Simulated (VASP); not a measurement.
**HfN: single point with LDA**

The system is HfN.

```
Hf N
1.0
     3.10289    0.00000    0.00000
    -1.55144    2.68718    0.00000
     0.00000    0.00000    5.35179
Hf N
2 2
Direct
  0.66667 0.33333 0.75000
  0.33333 0.66667 0.25000
  0.00000 0.00000 0.00000
  0.00000 0.00000 0.50000
```

```json
{
 "Program": "VASP 6.6.1",
 "Task": "single point",
 "Functional": "LDA",
 "Potentials or basis": "VASP PAW LDA potentials, release 64 (Hf_pv, N)",
 "Cutoff": "520 eV",
 "k mesh": "15 × 15 × 8",
 "Occupations": "gaussian, width 0.1 eV",
 "Spin": "no spin polarisation",
 "Dipole correction": "no",
 "Further INCAR settings": "ALGO = Normal; EDIFF = 1e-06; NBANDS = 23"
}
```

* Pressure: -1.1 GPa
* Band gap on the k mesh: zero (band 15 reaches 9.99 eV, above the bottom of band 16 at 7.59 eV)

Levels at points of the mesh, in eV from the Fermi level:
| k point | band 13 | band 14 | band 15 | band 16 | band 17 | band 18 |
| --- | --- | --- | --- | --- | --- | --- |
| (0.00, 0.00, 0.00) | -3.63 | -1.64 | -0.64 | 0.72 | 0.72 | 1.43 |
| (0.00, 0.00, 0.50) | -4.46 | -4.46 | 1.96 | 1.96 | 3.00 | 3.00 |

Run time: 74 s on 1 thread of Intel(R) Xeon(R) Platinum 8259CL CPU @ 2.50GHz (Skylake/Cascade Lake), with other jobs on the host, peak memory 0.23 GiB.

Caveat: spin-orbit coupling is left out, which moves the levels of the heavy elements.
